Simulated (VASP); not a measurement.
Wanted: the native input for a VASP 6.6.1 run.

```yaml
Task: single point
Functional: PBE
Potentials_or_basis: VASP PAW PBE potentials, release 64 (Sm_3, H), 4f in core
Cutoff: 500 eV
k_mesh: 12 × 12 × 12
Occupations: gaussian, width 0.1 eV
Spin: no spin polarisation
Dipole_correction: no
Mended: yes
Further_INCAR_settings: ALGO = Normal; EDIFF = 1e-06; NBANDS = 26
```

The structure of Sm3H2 lies in POSCAR:

```
Sm3H2
1.0
    3.0778920253      1.7770217880      4.0430606537
   -3.0778920253      1.7770217880      4.0430606537
    0.0000000000     -3.5540435800      4.0430606519
Sm H
3 2
Direct
    0.3379820838      0.3379820838      0.3379820838
    0.6620179162      0.6620179162      0.6620179162
    0.0000000000      0.0000000000      0.0000000000
    0.8269813053      0.8269813053      0.8269813053
    0.1730186947      0.1730186947      0.1730186947
```

The cell was built from a structure type or drawn by symmetry, and may not be a known phase.

These files were run (other wordings do the same):

INCAR

```
SYSTEM = Sm3H2
PREC = Accurate
ENCUT = 500
EDIFF = 1E-6
ISMEAR = 0
SIGMA = 0.1
LREAL = .FALSE.
LASPH = .TRUE.
NELM = 200
ALGO = Normal
ISIF = 2
LWAVE = .FALSE.
LCHARG = .FALSE.
GGA = PE
NBANDS = 26
GGA_COMPAT = .FALSE.
LMAXMIX = 6
```

KPOINTS

```
Automatic mesh
0
G
  12 12 12
  0 0 0
```

Potentials or basis: VASP PAW PBE potentials, release 64 (Sm_3, H), 4f in core.

Run with:

```sh
$ cat potpaw_PBE.64/Sm_3/POTCAR potpaw_PBE.64/H/POTCAR > POTCAR
$ mpirun -np 1 vasp_std > vasp.out
```

It gave:

```yaml
Pressure: 0.2 GPa
Largest_force: 0.037 eV/Å
Band_gap_on_the_k_mesh: zero (an odd number of electrons rules out a gap without spin polarisation)
```

Caveat: spin-orbit coupling is left out, which moves the levels of the heavy elements; the 4f electrons are frozen in the core, so they carry no moment and show no levels.

It took 3.2 min on 1 thread of Intel(R) Xeon(R) 6975P-C (Granite Rapids) (shared host), peak memory 0.6 GiB.
